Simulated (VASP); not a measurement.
Ge: single point with PBE

Crystal: Ge.

```
CELL_PARAMETERS angstrom
4.15059 0.00000 0.00000
-2.07529 3.59451 0.00000
0.00000 0.00000 12.79750
ATOMIC_POSITIONS crystal
Ge 0.00000 0.00000 0.40677
Ge 0.00000 0.00000 0.59323
Ge 0.00000 0.00000 0.90677
Ge 0.00000 0.00000 0.09323
Ge 0.33333 0.66667 0.34420
Ge 0.66667 0.33333 0.65580
Ge 0.66667 0.33333 0.84420
Ge 0.33333 0.66667 0.15580
```

This isn't the form of Ge at room conditions, which is diamond.

This cell differs from its parent crystal: c/a of the conventional cell at fixed volume 3.0833.

| Item | Value |
| --- | --- |
| Program | VASP 6.6.1 |
| Task | single point |
| Functional | PBE |
| Potentials or basis | VASP PAW PBE potentials, release 64 (Ge_d) |
| Cutoff | 520 eV |
| k mesh | 15 × 15 × 4 |
| Occupations | gaussian, width 0.15 eV |
| Spin | no spin polarisation |
| Dipole correction | no |
| Further INCAR settings | ALGO = Fast; EDIFF = 1e-06; NBANDS = 66 |

- Pressure: 0.4 GPa
- Largest force: 0.647 eV/Å
- Band gap on the k mesh: zero (bands 56 and 57 overlap by 0.35 eV)

Forces in eV/Å, atoms in the order of the input:
```
Ge   0.000  0.000 -0.638
Ge   0.000  0.000  0.638
Ge   0.000  0.000 -0.638
Ge   0.000  0.000  0.638
Ge   0.000  0.000  0.647
Ge   0.000  0.000 -0.647
Ge   0.000  0.000  0.647
Ge   0.000  0.000 -0.647
```

Stress tensor (GPa, compression positive):
```
-3.01  0.00  0.00
 0.00 -3.01  0.00
 0.00  0.00  7.22
```

Levels at points of the mesh, in eV from the Fermi level:
```
           k point  band 53  band 54  band 55  band 56  band 57  band 58  band 59  band 60
(0.00, 0.00, 0.00)    -0.92    -0.53    -0.39     0.00     0.09     0.12     0.12     0.47
(0.00, 0.00, 0.50)    -0.32    -0.32    -0.30    -0.30    -0.30    -0.30     0.84     0.84
```

Run time: 18 min on 1 thread of Oxide Virtual Turin-like Processor, with other jobs on the host, peak memory 0.71 GiB.

Caveat: the stress differs along the axes, from -3 to 7 GPa; semilocal functionals underestimate gaps, and a narrow one can read as zero.
